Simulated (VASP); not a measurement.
# ZrH (P2/m) in VASP: notebook

ZrH is run at these levels: PBEsol; tasks: single point.

Everything below comes from runs of VASP 6.6.1. Logs are shortened: lines on timing, memory, paths and dates and some standing lists are left out, and cuts for length are marked.

### Step 1. The cell of the first run

It takes space group P2/m (No. 10, monoclinic). Conventional cell: a = 3.190 Å, b = 3.190 Å, c = 4.992 Å, α = 90.00°, β = 91.15°, γ = 90.00°. Within 2.7 Å of Zr (site symmetry 2/m) lie 4 H at 2.03 Å. Within 2.7 Å of Zr (site symmetry 2/m) lie 4 H at 2.02 to 2.03 Å. H (site symmetry m) has 4 Zr at 2.02 to 2.03 Å and 2 H at 2.50 Å within 2.7 Å.

### Step 2. Single point, PBEsol (shear of c along a, cell held: +2.0 %, then relaxed in part)

File INCAR:

```
SYSTEM = ZrH
  PREC = Accurate
  ENCUT = 520
  EDIFF = 1E-6
  ISMEAR = 0
  SIGMA = 0.1
  LREAL = .FALSE.
  LASPH = .TRUE.
  NELM = 100
  ALGO = Normal
  ISIF = 2
  LWAVE = .FALSE.
  LCHARG = .FALSE.
  GGA = PS
  NBANDS = 21
```

File KPOINTS:

```
Automatic mesh
0
G
  16 16 10
  0 0 0
```

File POSCAR:

```
ZrH
1.0
    3.1902763251      0.0000000000      0.0000000000
    0.0000000000      3.1902763251      0.0000000000
    0.0998101456      0.0000000000      4.9905072820
Zr H
2 2
Direct
    0.0000000000      0.5000000000      0.0000000000
    0.5000000000      0.0000000000      0.5000000000
   -0.0063583676      0.0000000000      0.7500433221
    0.0063583676      0.0000000000      0.2499566779
```

Potentials or basis: VASP PAW PBE potentials, release 64 (Zr_sv, H).

Command:

```bash
$ cat potpaw_PBE.64/Zr_sv/POTCAR potpaw_PBE.64/H/POTCAR > POTCAR
$ mpirun -np 1 vasp_std > vasp.out
```

OUTCAR:

```text
SYSTEM = ZrH
   PREC = Accurate
   ENCUT = 520
   EDIFF = 1E-6
   ISMEAR = 0
   LREAL = .FALSE.
   LASPH = .TRUE.
   NELM = 100
   ISIF = 2
   GGA = PS

 ion  position               nearest neighbor table
   1  0.000  0.500  0.000-   3 2.03   4 2.03   3 2.03   4 2.03   2 3.34   2 3.34   2 3.34   2 3.34
                             2 3.39   2 3.39   2 3.39   2 3.39
   2  0.500  0.000  0.500-   4 2.02   3 2.02   4 2.03   3 2.03   1 3.34   1 3.34   1 3.34   1 3.34
                             1 3.39   1 3.39   1 3.39   1 3.39
   3  0.994  0.000  0.750-   2 2.02   1 2.03   1 2.03   2 2.03
   4  0.006  0.000  0.250-   2 2.02   1 2.03   1 2.03   2 2.03

  LATTYP: Found a simple monoclinic cell.
 ALAT       =     3.1902763251
 B/A-ratio  =     1.0000000000
 C/A-ratio  =     1.5645996694
 COS(beta)  =    -0.0199960012

  Lattice vectors:

 A1 = (   3.1902763251,   0.0000000000,   0.0000000000)
 A2 = (   0.0000000000,  -3.1902763251,   0.0000000000)
 A3 = (  -0.0998101456,   0.0000000000,  -4.9905072820)

Analysis of symmetry for initial positions (statically):
=====================================================================
 Subroutine PRICEL returns:
 Original cell was already a primitive cell.

 Routine SETGRP: Setting up the symmetry group for a
 simple monoclinic supercell.

 Subroutine GETGRP returns: Found  4 space group operations
 (whereof  4 operations were pure point group operations)
 out of a pool of  4 trial point group operations.

The static configuration has the point symmetry C_2h.

Analysis of symmetry for dynamics (positions and initial velocities):
=====================================================================
 Subroutine PRICEL returns:
 Original cell was already a primitive cell.

 Routine SETGRP: Setting up the symmetry group for a
 simple monoclinic supercell.

 Subroutine GETGRP returns: Found  4 space group operations
 (whereof  4 operations were pure point group operations)
 out of a pool of  4 trial point group operations.

The dynamic configuration has the point symmetry C_2h.

 Subroutine INISYM returns: Found  4 space group operations
 (whereof  4 operations are pure point group operations),
 and found     1 'primitive' translations

----------------------------------------------------------------------------------------

                                     Primitive cell

  volume of cell :      50.7927

  direct lattice vectors                    reciprocal lattice vectors
[... 92 lines left out ...]
   LREAL  =      F    real-space projection
   EDIFFG = 0.1E-04   stopping-criterion for IOM
   NSW    =      0    number of steps for IOM
   IBRION =     -1    ionic relax: 0-MD 1-quasi-New 2-CG
   NFREE  =      0    steps in history (QN), initial steepest desc. (CG)
   ISIF   =      2    stress and relaxation
   ISYM   =      2    0-nonsym 1-usesym 2-fastsym
   POTIM  = 0.5000    time-step for ionic-motion
   TEBEG  =    0.0;   TEEND  =   0.0 temperature during run
   PSTRESS=    0.0 pullay stress
   NELECT =      26.0000    total number of electrons
   NUPDOWN=      -1.0000    fix difference up-down
   EMIN   =  10.00;   EMAX   =-10.00  energy-range for DOS
   EFERMI =   0.00;   METHOD = LEGACY
   ISMEAR =     0;   SIGMA  =   0.10  broadening in eV -4-tet -1-fermi 0-gaus
   EFERMI_NEDOS =   21; number of points for ismear=-14 and -15
   IALGO  =     38    algorithm
   IMIX   =      4    mixing-type and parameters
     AMIX     =   0.40;   BMIX     =  1.00
     AMIX_MAG =   1.60;   BMIX_MAG =  1.00
  volume/ion in A,a.u.               =      12.70        85.69
  Fermi-wavevector in a.u.,A,eV,Ry     =   1.309580  2.474748 23.334004  1.715001
  Thomas-Fermi vector in A             =   2.440169
   LORBIT       =      0    0 simple, 1 ext, 2 COOP (PROOUT), +10 PAW based schemes
   GGA     = PS    functional components
   LHFCALC =     F    Hartree Fock is set to
   AEXX    =    0.0000 exact exchange contribution
   IVDW    =     0    specifies the selected vdW correction
   LEPSILON=     F    determine dielectric tensor
   LRPA    =     F    only Hartree local field effects (RPA)
 non-spin polarized calculation
 Gauss-broadening in eV      SIGMA  =   0.10
  energy-cutoff  :      520.00
  volume of cell :       50.79
 maximum number of plane-waves:      1394
   NGX = 11   NGY = 11   NGZ = 19

 number of electron      26.0000000 magnetization

 Free energy of the ion-electron system (eV)
  ---------------------------------------------------
  ext. energy  EPLUGINS =         0.00000000
  ---------------------------------------------------
  free energy    TOTEN  =       -26.66111628 eV

  energy without entropy =      -26.65130760  energy(sigma->0) =      -26.65621194

 E-fermi :   8.3334     XC(G=0): -11.2706

 val. band max:        8.3327502582   @ k =   0.0000   0.4375   0.1000
 cond. band min:       8.3384302692   @ k =   0.1250   0.4375   0.0000
 fundamental gap:      0.0056800110
 Fermi energy:         8.3334340967

 k-point     1 :       0.0000    0.0000    0.0000
  band No.  band energies     occupation
      1     -40.3914      2.00000
      2     -40.2780      2.00000
      3     -18.8349      2.00000
      4     -18.2554      2.00000
      5     -18.2539      2.00000
      6     -18.0837      2.00000
[... 565 lines left out ...]
     20      14.7423      0.00000
     21      14.9455      0.00000

 [... further k-points ...]

------------------------ aborting loop because EDIFF is reached ----------------------------------------

  FORCE on cell =-STRESS in cart. coord.  units (eV):
  Direction    XX          YY          ZZ          XY          YZ          ZX
  --------------------------------------------------------------------------------------
  -------------------------------------------------------------------------------------
  Total        0.0370419      0.0163109      0.0439259      0.0000000      0.0000000     -0.3103414
  in kB        1.1684310      0.5145007      1.3855755      0.0000000      0.0000000     -9.7892414
  external PRESSURE =       1.0228357 kB  Pullay stress =       0.0000000 kB

 VOLUME and BASIS-vectors are now :
 -----------------------------------------------------------------------------
  energy-cutoff  :      520.00
  volume of cell :       50.79
      direct lattice vectors                 reciprocal lattice vectors
     3.190276325  0.000000000  0.000000000     0.313452472  0.000000000 -0.006269049
     0.000000000  3.190276325  0.000000000     0.000000000  0.313452472  0.000000000
     0.099810146  0.000000000  4.990507282     0.000000000  0.000000000  0.200380431

 POSITION                                       TOTAL-FORCE (eV/Angst)
 -----------------------------------------------------------------------------------
      0.00000      1.59514      0.00000        -0.000000      0.000000      0.000000
      1.64504      0.00000      2.49525        -0.000000      0.000000      0.000000
      3.24485      0.00000      3.74310        -0.000302      0.000000      0.000706
      0.04523      0.00000      1.24741         0.000302     -0.000000     -0.000706
 -----------------------------------------------------------------------------------
    total drift:                                0.000000      0.000000     -0.000000

  FREE ENERGIE OF THE ION-ELECTRON SYSTEM (eV)
  ---------------------------------------------------
  free  energy   TOTEN  =       -26.6611162833 eV

  energy  without entropy=      -26.6513076001  energy(sigma->0) =      -26.65621194
```

OSZICAR:

```text
N       E                     dE             d eps       ncg     rms          rms(c)
DAV:   1     0.217392504627E+03    0.21739E+03   -0.13995E+04 31004   0.122E+03
DAV:   2    -0.117039794112E+02   -0.22910E+03   -0.22365E+03 35329   0.357E+02
DAV:   3    -0.283263866889E+02   -0.16622E+02   -0.16477E+02 58197   0.703E+01
DAV:   4    -0.287084121503E+02   -0.38203E+00   -0.38144E+00 37484   0.113E+01
DAV:   5    -0.287186474984E+02   -0.10235E-01   -0.10234E-01 47563   0.130E+00    0.210E+01
DAV:   6    -0.269657125604E+02    0.17529E+01   -0.24871E+00 35994   0.103E+01    0.813E+00
DAV:   7    -0.266506156946E+02    0.31510E+00   -0.13831E+00 43043   0.657E+00    0.114E+00
DAV:   8    -0.266608308871E+02   -0.10215E-01   -0.14237E-01 41604   0.211E+00    0.616E-01
DAV:   9    -0.266613994840E+02   -0.56860E-03   -0.62956E-03 41463   0.618E-01    0.111E-01
DAV:  10    -0.266611378385E+02    0.26165E-03   -0.45861E-04 37850   0.142E-01    0.538E-02
DAV:  11    -0.266611187869E+02    0.19052E-04   -0.59652E-05 37984   0.581E-02    0.296E-02
DAV:  12    -0.266611168840E+02    0.19029E-05   -0.19767E-05 37620   0.382E-02    0.373E-03
DAV:  13    -0.266611162833E+02    0.60072E-06   -0.12321E-06 26967   0.656E-03
   1 F= -.26661116E+02 E0= -.26656212E+02  d E =-.980868E-02
```

stdout:

```text
POSCAR found type information on POSCAR ZrH
 POSCAR found :  2 types and       4 ions
 scaLAPACK will be used
 -----------------------------------------------------------------------------
|                                                                             |
|                                                                             |
|     You enforced a specific xc type in the INCAR file but a different       |
|     I HOPE YOU KNOW WHAT YOU ARE DOING!                                     |
|                                                                             |
 -----------------------------------------------------------------------------

 LDA part: xc-table for (Slater+PW92), standard interpolation
 POSCAR, INCAR and KPOINTS ok, starting setup
 FFT: planning ... GRIDC
 FFT: planning ... GRID_SOFT
 FFT: planning ... GRID
 WAVECAR not read
 entering main loop
```

Run time: 3.6 min. Hardware: 1 thread of Intel Xeon 6975P-C (Granite Rapids), shared host; peak memory 0.7 GiB.

Results:

```yaml
Free_energy: -26.6611 eV
Pressure: 0.1 GPa
Band_gap_on_the_k_mesh: zero (bands 13 and 14 overlap by 0.93 eV)
```

Stress tensor (GPa, compression positive):
```
 0.12  0.00 -0.98
 0.00  0.05  0.00
-0.98  0.00  0.14
```

Levels at points of the mesh, in eV from the Fermi level:
```
           k point  band 11  band 12  band 13  band 14  band 15  band 16
(0.00, 0.00, 0.00)    -3.07    -2.87    -0.07     0.81     0.82     2.16
(0.50, 0.00, 0.00)    -1.88    -0.83    -0.54    -0.25     1.80     2.05
(0.00, 0.50, 0.00)    -1.89    -0.82    -0.56    -0.25     1.80     2.05
(0.50, 0.50, 0.00)    -2.97    -2.97    -1.90     3.11     3.96     4.40
(0.00, 0.00, 0.50)    -1.77    -1.76    -0.09    -0.09     1.94     1.94
(0.50, 0.00, 0.50)    -2.81    -0.26     0.20     0.64     0.75     1.25
(0.00, 0.50, 0.50)    -2.81    -0.25     0.17     0.63     0.76     1.27
(0.50, 0.50, 0.50)    -2.05    -2.05    -0.28    -0.28     1.61     1.61
```

Caveat: the cell differs from its parent crystal (shear of c along a, cell held: +2.0 %, then relaxed in part); the PAW data sets were made with another functional, which shifts forces and pressure a little.

### Step 3. Single point, PBEsol (shear of c along a, cell held: +3.0 %, then relaxed in part)

File INCAR:

```
SYSTEM = ZrH
  PREC = Accurate
  ENCUT = 520
  EDIFF = 1E-6
  ISMEAR = 0
  SIGMA = 0.1
  LREAL = .False.
  LASPH = .True.
  NELM = 80
  ALGO = Normal
  ISIF = 2
  LWAVE = .False.
  LCHARG = .False.
  GGA = PS
  NBANDS = 21
```

File KPOINTS:

```
regular mesh
0
Gamma
  16 16 10
  0 0 0
```

File POSCAR:

```
ZrH
1.0
    3.1902763251      0.0000000000      0.0000000000
    0.0000000000      3.1902763251      0.0000000000
    0.1497152185      0.0000000000      4.9905072820
Zr H
2 2
Direct
    0.0000000000      0.5000000000      0.0000000000
    0.5000000000      0.0000000000      0.5000000000
   -0.0095452767      0.0000000000      0.7501231277
    0.0095452767      0.0000000000      0.2498768723
```

Potentials or basis: VASP PAW PBE potentials, release 64 (Zr_sv, H).

Command:

```bash
$ cat potpaw_PBE.64/Zr_sv/POTCAR potpaw_PBE.64/H/POTCAR > POTCAR
$ mpirun -np 1 vasp_std > vasp.out
```

Run time: 3.5 min. Hardware: 1 thread of Intel Xeon 6975P-C (Granite Rapids), shared host; peak memory 0.7 GiB.

Results (log left out):

| Quantity | Value |
| --- | --- |
| Free energy | -26.6573 eV |
| Pressure | 0.1 GPa |
| Band gap on the k mesh | zero (bands 13 and 14 overlap by 0.91 eV) |

Stress tensor (GPa, compression positive):
```
 0.12  0.00 -1.45
 0.00 -0.01  0.00
-1.45  0.00  0.18
```

Levels at points of the mesh, in eV from the Fermi level:
| k point | band 10 | band 11 | band 12 | band 13 | band 14 | band 15 | band 16 | band 17 |
| --- | --- | --- | --- | --- | --- | --- | --- | --- |
| (0.00, 0.00, 0.00) | -3.49 | -3.07 | -2.86 | -0.08 | 0.81 | 0.85 | 2.17 | 3.65 |
| (0.50, 0.00, 0.00) | -5.48 | -1.88 | -0.83 | -0.53 | -0.24 | 1.81 | 2.05 | 2.44 |
| (0.00, 0.50, 0.00) | -5.48 | -1.88 | -0.81 | -0.55 | -0.25 | 1.80 | 2.05 | 2.44 |
| (0.50, 0.50, 0.00) | -3.70 | -2.97 | -2.97 | -1.90 | 3.11 | 3.94 | 4.37 | 4.49 |
| (0.00, 0.00, 0.50) | -6.71 | -1.76 | -1.76 | -0.09 | -0.09 | 1.94 | 1.95 | 2.53 |
| (0.50, 0.00, 0.50) | -3.91 | -2.81 | -0.28 | 0.23 | 0.65 | 0.75 | 1.26 | 4.10 |
| (0.00, 0.50, 0.50) | -3.91 | -2.80 | -0.26 | 0.16 | 0.64 | 0.78 | 1.29 | 4.07 |
| (0.50, 0.50, 0.50) | -5.43 | -2.05 | -2.04 | -0.28 | -0.28 | 1.61 | 1.61 | 5.48 |

Caveat: the cell differs from its parent crystal (shear of c along a, cell held: +3.0 %, then relaxed in part); the PAW data sets were made with another functional, which shifts forces and pressure a little.
